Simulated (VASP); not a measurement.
Wanted: the native input for a VASP 6.6.1 run.

| Property | Result |
| --- | --- |
| Task | single point |
| Functional | PBEsol |
| Potentials or basis | VASP PAW PBE potentials, release 64 (Si, N) |
| Cutoff | 520 eV |
| k mesh | 2 × 2 × 2 |
| Occupations | gaussian, width 0.02 eV |
| Spin | collinear spin, zero start |
| Starting moments | [0.0, 0.0, 0.0, 0.0, 0.0, 0.0, 0.0, 0.0, 0.0, 0.0, 0.0, 0.0, 0.0, 0.0, 0.0, 0.0, 0.0] μB |
| Dipole correction | no |
| Further INCAR settings | LREAL = Auto; ALGO = Normal; EDIFF = 1e-07; NBANDS = 52 |

The structure of Si16N (a cell with a defect) lies in POSCAR:

```
Si16N
1.0
    0.0000000000      5.4300000000      5.4300000000
    5.4300000000      0.0000000000      5.4300000000
    5.4300000000      5.4300000000      0.0000000000
Si N
16 1
Direct
   -0.0147474217     -0.0166395028     -0.0283824125
    0.1323754144      0.0791361878      0.1027989871
    0.0081088398      0.0088132597      0.4749896869
    0.1179103131      0.1490038674      0.5992732965
    0.0538062615      0.4479458564     -0.0107983425
    0.1255554328      0.6388893186      0.1727570902
   -0.0126875691      0.5197501842      0.5409627072
    0.1483220074      0.6386186924      0.6281387661
    0.5069008287     -0.0247733886     -0.0131242173
    0.6110349908      0.1137469613      0.1174423573
    0.4915945672      0.0106798343      0.4900409761
    0.6327994475      0.1221705341      0.6115187845
    0.5024348987      0.4872781768      0.0088078269
    0.6696008287      0.6005273481      0.1145658379
    0.5217884899      0.4981759669      0.4912175875
    0.6145815838      0.6368395948      0.6337156538
    0.1973427256      0.4087979742      1.1306856354
```

These files were run (other wordings do the same):

INCAR

```
PREC = Accurate
ENCUT = 520
EDIFF = 1E-7
ISMEAR = 0
SIGMA = 0.02
LREAL = Auto
LASPH = T
NELM = 150
ALGO = Normal
ISIF = 2
LWAVE = F
LCHARG = T
ISPIN = 2
MAGMOM = 0 0 0 0 0 0 0 0 0 0 0 0 0 0 0 0 0
LORBIT = 11
GGA = PS
LELF = T
LVHAR = T
NBANDS = 52
```

KPOINTS

```
regular mesh
0
Gamma
  2 2 2
```

Potentials or basis: VASP PAW PBE potentials, release 64 (Si, N).

Run with:

```sh
$ cat potpaw_PBE.64/Si/POTCAR potpaw_PBE.64/N/POTCAR > POTCAR
$ mpirun -np 1 vasp_std > vasp.out
```

It gave:

* Pressure: 1.0 GPa
* Largest force: 0.482 eV/Å
* Net moment: 0.00 μB per cell
* Valence electrons inside the program's atomic spheres: Si 1.71, 1.69, 1.68, 1.67, 1.70, 1.63, 1.66 (each value once); N 3.74

Caveat: the k points lie up to 0.50 Å⁻¹ apart; the PAW data sets were made with another functional, which shifts forces and pressure a little.

It took 16 min on 1 thread of Intel Xeon 8259CL, on a shared host, peak memory 0.72 GiB.
